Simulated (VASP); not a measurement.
TiN: electric field gradients with PBEsol

TiN:

```
Ti N
1.0
     0.00000    2.12200    2.12200
     2.12200    0.00000    2.12200
     2.12200    2.12200    0.00000
Ti N
1 1
Cartesian
  0.0000 0.0000 0.0000
  2.1220 2.1220 2.1220
```

```
Program                : VASP 6.6.1
Task                   : electric field gradients
Functional             : PBEsol
Potentials or basis    : VASP PAW PBE potentials, release 64 (Ti_sv, N)
Cutoff                 : 520 eV
k mesh                 : 17 × 17 × 17
Occupations            : fermi-dirac, width 0.05 eV
Spin                   : no spin polarisation
Dipole correction      : no
Further INCAR settings : ALGO = Normal; EDIFF = 1e-08; NBANDS = 16
```

The pressure is -7.6 GPa.

Levels at points of the mesh, in eV from the Fermi level:
```
           k point  band 5  band 6  band 7  band 8  band 9  band 10  band 11  band 12  band 13  band 14
(0.00, 0.00, 0.00)  -17.02   -2.01   -2.01   -2.01   -0.62    -0.62    -0.62     0.57     0.57     5.37
```

Run time: 39 s on 1 thread of AMD EPYC 9R45 96-Core Processor (Zen 5), on a shared host, peak memory 0.14 GiB.

Caveat: without QUAD_EFG the Cq values of the log hold for a quadrupole moment of 1 mb, not for the nuclei; the PAW data sets were made with another functional, which shifts forces and pressure a little.
